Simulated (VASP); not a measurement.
# CdSe (Imm2) in VASP: further runs

The runs below take CdSe through single point, with PBE.

All numbers are computed with VASP 6.6.1; they aren't measurements. Logs are shortened: lines on timing, memory, paths and dates and some standing lists are left out, and cuts for length are marked.

### Step 1. The cell of the first run

Symmetry: Imm2, No. 44, orthorhombic system. Conventional cell: a = 4.342 Å, b = 4.342 Å, c = 6.141 Å, α = 90.00°, β = 90.00°, γ = 90.00°. Within 3.4 Å of Cd (site symmetry mm2) lie 4 Se at 2.55 to 2.78 Å. Se (site symmetry mm2) has 4 Cd at 2.55 to 2.78 Å within 3.4 Å.

### Step 2. Single point, PBE

INCAR

```
PREC = Accurate
ENCUT = 520
EDIFF = 1E-7
ISMEAR = 0
SIGMA = 0.01
LREAL = F
LASPH = T
NELM = 100
ALGO = Normal
ISIF = 2
LWAVE = F
LCHARG = T
GGA = PE
LELF = T
LVHAR = T
NBANDS = 16
```

KPOINTS

```
Automatic mesh
0
Gamma
  6 6 6
```

POSCAR

```
CdSe
1.0
    0.0000000000      3.0702710000      3.0702710000
    3.0702710000      0.0000000000      3.0702710000
    3.0702710000      3.0702710000      0.0000000000
Cd Se
1 1
Direct
   -0.0325704148      0.0325704148     -0.0325704148
    0.7500000000      0.7500000000      0.7500000000
```

Potentials or basis: VASP PAW PBE potentials, release 64 (Cd, Se).

The run is started by

```console
$ cat potpaw_PBE.64/Cd/POTCAR potpaw_PBE.64/Se/POTCAR > POTCAR
$ mpirun -np 1 vasp_std > vasp.out
```

OUTCAR:

```text
PREC = Accurate
   ENCUT = 520
   EDIFF = 1E-7
   ISMEAR = 0
   LREAL = F
   LASPH = T
   NELM = 100
   ISIF = 2
   GGA = PE

 ion  position               nearest neighbor table
   1  0.967  0.033  0.967-   2 2.55   2 2.55   2 2.78   2 2.78
   2  0.750  0.750  0.750-   1 2.55   1 2.55   1 2.78   1 2.78

  LATTYP: Found a face centered cubic cell.
 ALAT       =     6.1405420000

  Lattice vectors:

 A1 = (   0.0000000000,   3.0702710000,   3.0702710000)
 A2 = (   3.0702710000,   0.0000000000,   3.0702710000)
 A3 = (   3.0702710000,   3.0702710000,   0.0000000000)

Analysis of symmetry for initial positions (statically):
=====================================================================
 Subroutine PRICEL returns:
 Original cell was already a primitive cell.

 Routine SETGRP: Setting up the symmetry group for a
 face centered cubic supercell.

 Subroutine GETGRP returns: Found  4 space group operations
 (whereof  4 operations were pure point group operations)
 out of a pool of 48 trial point group operations.

The static configuration has the point symmetry C_2v.

Analysis of symmetry for dynamics (positions and initial velocities):
=====================================================================
 Subroutine PRICEL returns:
 Original cell was already a primitive cell.

 Routine SETGRP: Setting up the symmetry group for a
 face centered cubic supercell.

 Subroutine GETGRP returns: Found  4 space group operations
 (whereof  4 operations were pure point group operations)
 out of a pool of 48 trial point group operations.

The dynamic configuration has the point symmetry C_2v.

 Subroutine INISYM returns: Found  4 space group operations
 (whereof  4 operations are pure point group operations),
 and found     1 'primitive' translations

----------------------------------------------------------------------------------------

                                     Primitive cell

  volume of cell :      57.8842

  direct lattice vectors                    reciprocal lattice vectors
     0.000000000  3.070271000  3.070271000    -0.162852074  0.162852074  0.162852074
     3.070271000  0.000000000  3.070271000     0.162852074 -0.162852074  0.162852074
     3.070271000  3.070271000  0.000000000     0.162852074  0.162852074 -0.162852074

  length of vectors
     4.342018888  4.342018888  4.342018888     0.282068066  0.282068066  0.282068066

  position of ions in fractional coordinates (direct lattice)
     0.967429585  0.032570415  0.967429585
     0.750000000  0.750000000  0.750000000

  ion indices of the primitive-cell ions
   primitive index   ion index
                 1           1
                 2           2

----------------------------------------------------------------------------------------

 KPOINTS: Automatic mesh

Automatic generation of k-mesh.
 Grid dimensions read from file:
 generate k-points for:    6    6    6

 Generating k-lattice:

  Cartesian coordinates                     Fractional coordinates (reciprocal lattice)
    -0.027142012  0.027142012  0.027142012     0.166666667  0.000000000  0.000000000
     0.027142012 -0.027142012  0.027142012     0.000000000  0.166666667  0.000000000
     0.027142012  0.027142012 -0.027142012     0.000000000  0.000000000  0.166666667

  Length of vectors
     0.047011344  0.047011344  0.047011344

  Shift w.r.t. Gamma in fractional coordinates (k-lattice)
     0.000000000  0.000000000  0.000000000

 Subroutine IBZKPT returns following result:
 ===========================================

 Found     46 irreducible k-points:

 Following reciprocal coordinates:
            Coordinates               Weight
  0.000000  0.000000  0.000000      1.000000
  0.166667  0.000000  0.000000      4.000000
  0.000000  0.166667  0.000000      4.000000
  0.333333  0.000000  0.000000      4.000000
  0.000000  0.333333  0.000000      4.000000
  0.500000  0.000000  0.000000      2.000000
[... 16 lines left out ...]
  0.166667  0.000000 -0.166667      2.000000
 -0.166667 -0.333333 -0.166667      2.000000
 [... further k-points ...]
   k-points           NKPTS =     46   k-points in BZ     NKDIM =     46   number of bands    NBANDS=     16
   number of dos      NEDOS =    301   number of ions     NIONS =      2
   total plane-waves  NPLWV =  32768
   dimension x,y,z NGX =    32 NGY =   32 NGZ =   32
   dimension x,y,z NGXF=    64 NGYF=   64 NGZF=   64
   ions per type =               1   1
   NGX,Y,Z   is equivalent  to a cutoff of  12.25, 12.25, 12.25 a.u.
   NGXF,Y,Z  is equivalent  to a cutoff of  24.50, 24.50, 24.50 a.u.
 SYSTEM =  unknown system
   PREC   = accura    normal or accurate (medium, high low for compatibility)
   ISTART =      0    job   : 0-new  1-cont  2-samecut
   ICHARG =      2    charge: 1-file 2-atom 10-const
   ISPIN  =      1    spin polarized calculation?
   LNONCOLLINEAR =      F non collinear calculations
   LSORBIT =      F    spin-orbit coupling
   LASPH  =      T    aspherical Exc in radial PAW
   ENCUT  =  520.0 eV  38.22 Ry    6.18 a.u.   8.07  8.07  8.07*2*pi/ulx,y,z
   NELM   =    100;   NELMIN=  2; NELMDL= -5     # of ELM steps
   EDIFF  = 0.1E-06   stopping-criterion for ELM
   LREAL  =      F    real-space projection
   EDIFFG = 0.1E-05   stopping-criterion for IOM
   NSW    =      0    number of steps for IOM
   IBRION =     -1    ionic relax: 0-MD 1-quasi-New 2-CG
   NFREE  =      0    steps in history (QN), initial steepest desc. (CG)
   ISIF   =      2    stress and relaxation
   ISYM   =      2    0-nonsym 1-usesym 2-fastsym
   POTIM  = 0.5000    time-step for ionic-motion
   TEBEG  =    0.0;   TEEND  =   0.0 temperature during run
   PSTRESS=    0.0 pullay stress
   NELECT =      18.0000    total number of electrons
   NUPDOWN=      -1.0000    fix difference up-down
   EMIN   =  10.00;   EMAX   =-10.00  energy-range for DOS
   EFERMI =   0.00;   METHOD = LEGACY
   ISMEAR =     0;   SIGMA  =   0.01  broadening in eV -4-tet -1-fermi 0-gaus
   EFERMI_NEDOS =   21; number of points for ismear=-14 and -15
   IALGO  =     38    algorithm
   IMIX   =      4    mixing-type and parameters
     AMIX     =   0.40;   BMIX     =  1.00
     AMIX_MAG =   1.60;   BMIX_MAG =  1.00
  volume/ion in A,a.u.               =      28.94       195.31
  Fermi-wavevector in a.u.,A,eV,Ry     =   1.109121  2.095935 16.737201  1.230150
  Thomas-Fermi vector in A             =   2.245657
   LORBIT       =      0    0 simple, 1 ext, 2 COOP (PROOUT), +10 PAW based schemes
   GGA     = PE    functional components
   LHFCALC =     F    Hartree Fock is set to
   AEXX    =    0.0000 exact exchange contribution
   IVDW    =     0    specifies the selected vdW correction
   LEPSILON=     F    determine dielectric tensor
   LRPA    =     F    only Hartree local field effects (RPA)
 non-spin polarized calculation
 Gauss-broadening in eV      SIGMA  =   0.01
  energy-cutoff  :      520.00
  volume of cell :       57.88
 maximum number of plane-waves:      1588
   NGX = 17   NGY = 17   NGZ = 17

 number of electron      18.0000007 magnetization

 Free energy of the ion-electron system (eV)
  ---------------------------------------------------
  ext. energy  EPLUGINS =         0.00000000
  ---------------------------------------------------
  free energy    TOTEN  =        -5.39516356 eV

  energy without entropy =       -5.39516356  energy(sigma->0) =       -5.39516356

 E-fermi :   0.8701     XC(G=0):  -8.7541

 val. band max:        0.7908517350   @ k =   0.0000   0.0000   0.0000
 cond. band min:       1.3164758021   @ k =   0.0000   0.0000   0.0000
 fundamental gap:      0.5256240671
 Fermi energy:         0.8700514864

 k-point     1 :       0.0000    0.0000    0.0000
  band No.  band energies     occupation
      1     -11.7593      2.00000
      2      -7.2732      2.00000
      3      -7.1544      2.00000
      4      -7.0654      2.00000
      5      -6.8263      2.00000
      6      -6.8136      2.00000
[... 8 lines left out ...]
     15      11.6381      0.00000
     16      11.7630      0.00000

 k-point     2 :       0.1667    0.0000    0.0000
  band No.  band energies     occupation
      1     -11.6785      2.00000
      2      -7.2466      2.00000
      3      -7.1331      2.00000
      4      -6.9941      2.00000
      5      -6.8263      2.00000
      6      -6.8079      2.00000
[... 8 lines left out ...]
     15      10.8530      0.00000
     16      11.1697      0.00000

 k-point     3 :       0.0000    0.1667    0.0000
  band No.  band energies     occupation
      1     -11.6667      2.00000
      2      -7.2264      2.00000
      3      -7.0758      2.00000
      4      -7.0422      2.00000
      5      -6.8277      2.00000
      6      -6.8185      2.00000
[... 8 lines left out ...]
     15      10.7698      0.00000
     16      11.2129      0.00000

 k-point     4 :       0.3333    0.0000    0.0000
  band No.  band energies     occupation
      1     -11.5147      2.00000
      2      -7.1982      2.00000
      3      -7.1097      2.00000
      4      -6.8190      2.00000
      5      -6.8030      2.00000
      6      -6.7268      2.00000
[... 8 lines left out ...]
     15      11.1864      0.00000
     16      11.4368      0.00000
[... 324 lines left out ...]
 k-point    22 :      -0.1667    0.1667    0.0000
  band No.  band energies     occupation
      1     -11.5572      2.00000
      2      -7.1910      2.00000
      3      -7.0566      2.00000
      4      -6.9135      2.00000
      5      -6.8226      2.00000
      6      -6.7956      2.00000
[... 8 lines left out ...]
     15      11.3130      0.00000
     16      12.5984      0.00000

 k-point    23 :       0.1667    0.0000   -0.1667
  band No.  band energies     occupation
      1     -11.5717      2.00000
      2      -7.2155      2.00000
      3      -7.1198      2.00000
      4      -6.8929      2.00000
      5      -6.8360      2.00000
      6      -6.7520      2.00000
[... 8 lines left out ...]
     15      11.4402      0.00000
     16      12.6864      0.00000

 k-point    24 :      -0.1667   -0.3333   -0.1667
  band No.  band energies     occupation
      1     -11.5361      2.00000
      2      -7.1137      2.00000
      3      -7.0165      2.00000
      4      -6.9596      2.00000
      5      -6.8416      2.00000
      6      -6.8139      2.00000
[... 8 lines left out ...]
     15      11.1396      0.00000
     16      12.5322      0.00000

 [... further k-points ...]

------------------------ aborting loop because EDIFF is reached ----------------------------------------

  FORCE on cell =-STRESS in cart. coord.  units (eV):
  Direction    XX          YY          ZZ          XY          YZ          ZX
  --------------------------------------------------------------------------------------
  -------------------------------------------------------------------------------------
  Total        0.9460889      0.6268713      0.9460889     -0.0000000      0.0000000      1.2313488
  in kB       26.1867994     17.3511724     26.1867994     -0.0000000      0.0000000     34.0825083
  external PRESSURE =      23.2415904 kB  Pullay stress =       0.0000000 kB

 VOLUME and BASIS-vectors are now :
 -----------------------------------------------------------------------------
  energy-cutoff  :      520.00
  volume of cell :       57.88
      direct lattice vectors                 reciprocal lattice vectors
     0.000000000  3.070271000  3.070271000    -0.162852074  0.162852074  0.162852074
     3.070271000  0.000000000  3.070271000     0.162852074 -0.162852074  0.162852074
     3.070271000  3.070271000  0.000000000     0.162852074  0.162852074 -0.162852074

 POSITION                                       TOTAL-FORCE (eV/Angst)
 -----------------------------------------------------------------------------------
      3.07027      5.94054      3.07027        -0.000000      0.904245     -0.000000
      4.60541      4.60541      4.60541         0.000000     -0.904245      0.000000
 -----------------------------------------------------------------------------------
    total drift:                               -0.000000      0.000402     -0.000000

  FREE ENERGIE OF THE ION-ELECTRON SYSTEM (eV)
  ---------------------------------------------------
  free  energy   TOTEN  =        -5.3951635579 eV

  energy  without entropy=       -5.3951635579  energy(sigma->0) =       -5.39516356
```

Run time: 72 s. Hardware: 1 thread of AMD EPYC 7R13, shared host; peak memory 0.17 GiB.

Results:

```yaml
Free_energy: -5.3952 eV
Pressure: 2.3 GPa
Largest_force: 0.904 eV/Å
Band_gap_on_the_k_mesh: 0.53 eV, direct
```

Forces on the atoms (eV/Å):
```
Cd   0.000  0.904  0.000
Se   0.000 -0.904  0.000
```

As with any semilocal functional, this PBE gap is likely too small.

### Step 3. Single point, PBE

INCAR

```
SYSTEM = CdSe
ALGO     = Normal         ! electronic algorithm
EDIFF    = 1E-6           ! SCF threshold, eV
ENCUT    = 520            ! plane-wave cutoff, eV
GGA      = PE             ! functional
ISIF     = 2              ! what is computed and relaxed
ISMEAR   = 0              ! smearing method
LASPH    = .TRUE.         ! aspherical terms in the spheres
LCHARG   = .FALSE.        ! write CHGCAR
LREAL    = .FALSE.        ! projectors in reciprocal space
LWAVE    = .FALSE.        ! write WAVECAR
NBANDS   = 16             ! bands
NELM     = 100            ! most SCF steps
PREC     = Accurate       ! precision mode
SIGMA    = 0.01           ! smearing width, eV
```

KPOINTS

```
k-points
0
G
  6 6 6
  0 0 0
```

Changes to POSCAR since step 2:

```diff
@@ -8,3 +8,3 @@
 Direct
-   -0.0325704148      0.0325704148     -0.0325704148
+    0.0325704148     -0.0325704148      0.0325704148
     0.7500000000      0.7500000000      0.7500000000
```

Potentials or basis: VASP PAW PBE potentials, release 64 (Cd, Se).

The run is started by

```console
$ cat potpaw_PBE.64/Cd/POTCAR potpaw_PBE.64/Se/POTCAR > POTCAR
$ mpirun -np 1 vasp_std > vasp.out
```

Run time: 57 s. Hardware: 1 thread of AMD EPYC 7R13, shared host; peak memory 0.17 GiB.

Results (log left out):

- Free energy: -5.3952 eV
- Pressure: 2.3 GPa
- Largest force: 0.904 eV/Å
- Band gap on the k mesh: 0.53 eV, direct

Forces in eV/Å, atoms in the order of the input:
```
Cd   0.000 -0.904  0.000
Se   0.000  0.904  0.000
```

Stress tensor (GPa, compression positive):
```
 2.63  0.00 -3.41
 0.00  1.74  0.00
-3.41  0.00  2.63
```

Levels at points of the mesh, in eV from the valence-band top:
```csv
k point,band 7,band 8,band 9,band 10,band 11,band 12
"(0.00, 0.00, 0.00)",-0.24,-0.05,0.00,0.53,5.83,5.85
"(0.50, 0.00, 0.00)",-4.51,-1.01,-0.62,2.48,6.08,6.88
"(0.00, 0.50, 0.00)",-4.05,-0.95,-0.52,2.13,5.89,6.68
"(0.50, 0.50, 0.00)",-4.06,-1.81,-1.76,3.08,3.63,8.89
"(0.50, 0.00, 0.50)",-3.96,-1.90,-1.75,2.93,3.84,8.88
```
